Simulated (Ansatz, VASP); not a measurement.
# One calculation of Cu, two programs

```
CELL_PARAMETERS angstrom
0.00000 1.82500 1.82500
1.82500 0.00000 1.82500
1.82500 1.82500 0.00000
ATOMIC_POSITIONS crystal
Cu 0.00000 0.00000 0.00000
```

Alike in both runs: task single point; functional PBE; dispersion D3(BJ); k mesh 8 × 8 × 8; occupations gaussian, width 0.1 eV; no spin polarisation.

|  | VASP | Ansatz |
| --- | --- | --- |
| version | VASP 6.6.1 | Ansatz 0.2.0 |
| potentials or method | VASP PAW PBE potentials, release 64 (Cu), cutoff 520 eV | scalar-relativistic, plane waves, PAW |
| valence electrons in the cell | 11 | 19 |

|  | VASP | Ansatz | Ansatz less VASP |
| --- | --- | --- | --- |
| gap on the k mesh at the Fermi level (eV) | none | none | - |
| pressure (GPa) | -8.7 | -9.3 | -0.62 |

A gap of «none» marks a metal or a gap that the smearing closes. VASP's potentials hold 11 valence electrons a cell and Ansatz's 19, so a difference there can come from the potentials and not from the codes.

The k mesh is coarse, so the values compare programs but aren't converged.
